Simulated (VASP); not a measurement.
# ZnS (P1) in VASP: single point with PBE

Aim: the single point of ZnS with PBE.

All numbers are computed with VASP 6.6.1; they aren't measurements. Logs are shortened: lines on timing, memory, paths and dates and some standing lists are left out, and cuts for length are marked.

## (1) The cell of the first run

The typed cell holds 8 atoms: a = 3.845 Å, b = 3.845 Å, c = 12.611 Å, α = 90.00°, β = 90.00°, γ = 120.00°.

## (2) Single point, PBE

INCAR reads:

```
SYSTEM = ZnS
ALGO = Normal
EDIFF = 1E-7
ENCUT = 520
GGA = PE
ISIF = 2
ISMEAR = 0
LASPH = .True.
LCHARG = .False.
LREAL = .False.
LWAVE = .False.
NBANDS = 46
NELM = 80
PREC = Accurate
SIGMA = 0.05
```

KPOINTS reads:

```
k-points
0
Gamma
  12 12 2
  0 0 0
```

POSCAR reads:

```
ZnS
1.0
    3.8454929876      0.0000000000      0.0000000000
   -1.9227464938      3.3302946173      0.0000000000
    0.0000000000      0.0000000000     12.6106666232
Zn S
4 4
Direct
    0.3333333333      0.6666666667      0.0026098951
    0.3333333333      0.6666666667      0.5026098951
    0.6594156128      0.3280251935      0.2526098951
    0.6739177205      0.3386414732      0.7526098951
    0.3268589111      0.6619270606      0.1898901049
    0.3398077556      0.6714062727      0.6898901049
    0.6662872538      0.3330555839      0.4398901049
    0.6670460795      0.3336110828      0.9398901049
```

Potentials or basis: VASP PAW PBE potentials, release 64 (Zn, S).

Launch:

```sh
> cat potpaw_PBE.64/Zn/POTCAR potpaw_PBE.64/S/POTCAR > POTCAR
> mpirun -np 1 vasp_std > vasp.out
```

OUTCAR:

```text
SYSTEM = ZnS
   EDIFF = 1E-7
   ENCUT = 520
   GGA = PE
   ISIF = 2
   ISMEAR = 0
   LASPH = .True.
   LREAL = .False.
   NELM = 80
   PREC = Accurate

 ion  position               nearest neighbor table
   1  0.333  0.667  0.003-   8 2.36   8 2.36   8 2.36   5 2.36
   2  0.333  0.667  0.503-   7 2.36   7 2.36   7 2.36   6 2.36
   3  0.659  0.328  0.253-   5 2.36   5 2.36   5 2.36   7 2.36
   4  0.674  0.339  0.753-   6 2.35   6 2.36   6 2.36   8 2.36
   5  0.327  0.662  0.190-   3 2.36   3 2.36   3 2.36   1 2.36
   6  0.340  0.671  0.690-   4 2.35   4 2.36   4 2.36   2 2.36
   7  0.666  0.333  0.440-   2 2.36   2 2.36   2 2.36   3 2.36
   8  0.667  0.334  0.940-   1 2.36   1 2.36   1 2.36   4 2.36

  LATTYP: Found a hexagonal cell.
 ALAT       =     3.8454929876
 C/A-ratio  =     3.2793367883

  Lattice vectors:

 A1 = (   3.8454929876,   0.0000000000,   0.0000000000)
 A2 = (  -1.9227464938,   3.3302946173,   0.0000000000)
 A3 = (   0.0000000000,   0.0000000000,  12.6106666232)

Analysis of symmetry for initial positions (statically):
=====================================================================
 Subroutine PRICEL returns:
 Original cell was already a primitive cell.

 Routine SETGRP: Setting up the symmetry group for a
 hexagonal supercell.

 Subroutine GETGRP returns: Found  1 space group operations
 (whereof  1 operations were pure point group operations)
 out of a pool of 24 trial point group operations.

The static configuration has the point symmetry C_1 .

Analysis of symmetry for dynamics (positions and initial velocities):
=====================================================================
 Subroutine PRICEL returns:
 Original cell was already a primitive cell.

 Routine SETGRP: Setting up the symmetry group for a
 hexagonal supercell.

 Subroutine GETGRP returns: Found  1 space group operations
 (whereof  1 operations were pure point group operations)
 out of a pool of 24 trial point group operations.

The dynamic configuration has the point symmetry C_1 .

 Subroutine INISYM returns: Found  1 space group operations
 (whereof  1 operations are pure point group operations),
 and found     1 'primitive' translations

----------------------------------------------------------------------------------------

                                     Primitive cell

  volume of cell :     161.5001
[... 106 lines left out ...]
   NFREE  =      0    steps in history (QN), initial steepest desc. (CG)
   ISIF   =      2    stress and relaxation
   ISYM   =      2    0-nonsym 1-usesym 2-fastsym
   POTIM  = 0.5000    time-step for ionic-motion
   TEBEG  =    0.0;   TEEND  =   0.0 temperature during run
   PSTRESS=    0.0 pullay stress
   NELECT =      72.0000    total number of electrons
   NUPDOWN=      -1.0000    fix difference up-down
   EMIN   =  10.00;   EMAX   =-10.00  energy-range for DOS
   EFERMI =   0.00;   METHOD = LEGACY
   ISMEAR =     0;   SIGMA  =   0.05  broadening in eV -4-tet -1-fermi 0-gaus
   EFERMI_NEDOS =   21; number of points for ismear=-14 and -15
   IALGO  =     38    algorithm
   IMIX   =      4    mixing-type and parameters
     AMIX     =   0.40;   BMIX     =  1.00
     AMIX_MAG =   1.60;   BMIX_MAG =  1.00
  volume/ion in A,a.u.               =      20.19       136.23
  Fermi-wavevector in a.u.,A,eV,Ry     =   1.250628  2.363344 21.280464  1.564070
  Thomas-Fermi vector in A             =   2.384613
   LORBIT       =      0    0 simple, 1 ext, 2 COOP (PROOUT), +10 PAW based schemes
   GGA     = PE    functional components
   LHFCALC =     F    Hartree Fock is set to
   AEXX    =    0.0000 exact exchange contribution
   IVDW    =     0    specifies the selected vdW correction
   LEPSILON=     F    determine dielectric tensor
   LRPA    =     F    only Hartree local field effects (RPA)
 non-spin polarized calculation
 Gauss-broadening in eV      SIGMA  =   0.05
  energy-cutoff  :      520.00
  volume of cell :      161.50
 maximum number of plane-waves:      4395
 NGX is ok and might be reduce to    30
   NGX = 15   NGY = 15   NGZ = 47

 number of electron      72.0000007 magnetization

 Free energy of the ion-electron system (eV)
  ---------------------------------------------------
  ext. energy  EPLUGINS =         0.00000000
  ---------------------------------------------------
  free energy    TOTEN  =       -27.38692056 eV

  energy without entropy =      -27.38692056  energy(sigma->0) =      -27.38692056

 E-fermi :   2.1501     XC(G=0):  -9.5158

 val. band max:        1.9122077995   @ k =   0.0000   0.0000   0.0000
 cond. band min:       3.9936393742   @ k =   0.0000   0.0000   0.0000
 fundamental gap:      2.0814315746
 Fermi energy:         2.1500587288

 k-point     1 :       0.0000    0.0000    0.0000
  band No.  band energies     occupation
      1     -11.0943      2.00000
      2     -10.6868      2.00000
      3     -10.6867      2.00000
      4     -10.2053      2.00000
      5      -4.3425      2.00000
      6      -4.3310      2.00000
[... 1165 lines left out ...]
     45       8.9000      0.00000
     46       9.0913      0.00000

 [... further k-points ...]

------------------------ aborting loop because EDIFF is reached ----------------------------------------

  FORCE on cell =-STRESS in cart. coord.  units (eV):
  Direction    XX          YY          ZZ          XY          YZ          ZX
  --------------------------------------------------------------------------------------
  -------------------------------------------------------------------------------------
  Total        0.1251228      0.1257779      0.1262956      0.0003584      0.0000060      0.0002453
  in kB        1.2412930      1.2477920      1.2529280      0.0035556      0.0000591      0.0024338
  external PRESSURE =       1.2473377 kB  Pullay stress =       0.0000000 kB

 VOLUME and BASIS-vectors are now :
 -----------------------------------------------------------------------------
  energy-cutoff  :      520.00
  volume of cell :      161.50
      direct lattice vectors                 reciprocal lattice vectors
     3.845492988  0.000000000  0.000000000     0.260044682  0.150136867  0.000000000
    -1.922746494  3.330294617  0.000000000     0.000000000  0.300273734  0.000000000
     0.000000000  0.000000000 12.610666623     0.000000000  0.000000000  0.079297949

 POSITION                                       TOTAL-FORCE (eV/Angst)
 -----------------------------------------------------------------------------------
     -0.00000      2.22020      0.03291         0.000239      0.000112      0.001335
     -0.00000      2.22020      6.33825         0.000022     -0.000104      0.001348
      1.90507      1.09242      3.18558         0.013747      0.013757      0.001447
      1.94042      1.12778      9.49091        -0.013978     -0.013763      0.001466
     -0.01578      2.20441      2.39464         0.005897      0.005739     -0.001315
      0.01578      2.23598      8.69997        -0.005604     -0.005734     -0.001329
      1.92182      1.10917      5.54731         0.000285      0.000444     -0.001482
      1.92367      1.11102     11.85264        -0.000609     -0.000451     -0.001469
 -----------------------------------------------------------------------------------
    total drift:                               -0.000004     -0.000001     -0.000223

  FREE ENERGIE OF THE ION-ELECTRON SYSTEM (eV)
  ---------------------------------------------------
  free  energy   TOTEN  =       -27.3869205552 eV

  energy  without entropy=      -27.3869205552  energy(sigma->0) =      -27.38692056
```

stdout:

```text
POSCAR found type information on POSCAR ZnS
 POSCAR found :  2 types and       8 ions
 scaLAPACK will be used
 LDA part: xc-table for (Slater+PW92), standard interpolation
 POSCAR, INCAR and KPOINTS ok, starting setup
 FFT: planning ... GRIDC
 FFT: planning ... GRID_SOFT
 FFT: planning ... GRID
 WAVECAR not read
 entering main loop
```

It took 37 min on 1 thread of Oxide Virtual Turin-like, shared host; peak memory 0.81 GiB.

Results:

```
Free energy            : -27.3869 eV
Pressure               : 0.1 GPa
Largest force          : 0.020 eV/Å
Band gap on the k mesh : 2.08 eV
```

Forces on the atoms (eV/Å):
```
Zn   0.000  0.000  0.001
Zn   0.000  0.000  0.001
Zn   0.014  0.014  0.001
Zn  -0.014 -0.014  0.001
S    0.006  0.006 -0.001
S   -0.006 -0.006 -0.001
S    0.000  0.000 -0.001
S   -0.001  0.000 -0.001
```

Levels at points of the mesh, in eV from the valence-band top:
```csv
k point,band 33,band 34,band 35,band 36,band 37,band 38,band 39,band 40
"(0.00, 0.00, 0.00)",-0.45,-0.07,0.00,0.00,2.08,3.05,3.48,3.48
"(0.50, 0.00, 0.00)",-1.56,-1.54,-1.54,-0.85,3.54,3.54,3.69,4.18
"(0.00, 0.50, 0.00)",-1.56,-1.54,-1.54,-0.85,3.54,3.54,3.69,4.18
"(0.50, 0.50, 0.00)",-1.56,-1.54,-1.54,-0.85,3.54,3.54,3.69,4.18
"(0.00, 0.00, 0.50)",-0.14,-0.14,-0.13,-0.13,2.98,2.98,3.20,3.20
"(0.50, 0.00, 0.50)",-1.36,-1.33,-1.07,-1.07,3.44,3.48,3.80,3.81
"(0.00, 0.50, 0.50)",-1.36,-1.33,-1.07,-1.07,3.45,3.48,3.80,3.81
"(0.50, 0.50, 0.50)",-1.35,-1.34,-1.07,-1.07,3.46,3.47,3.80,3.81
```
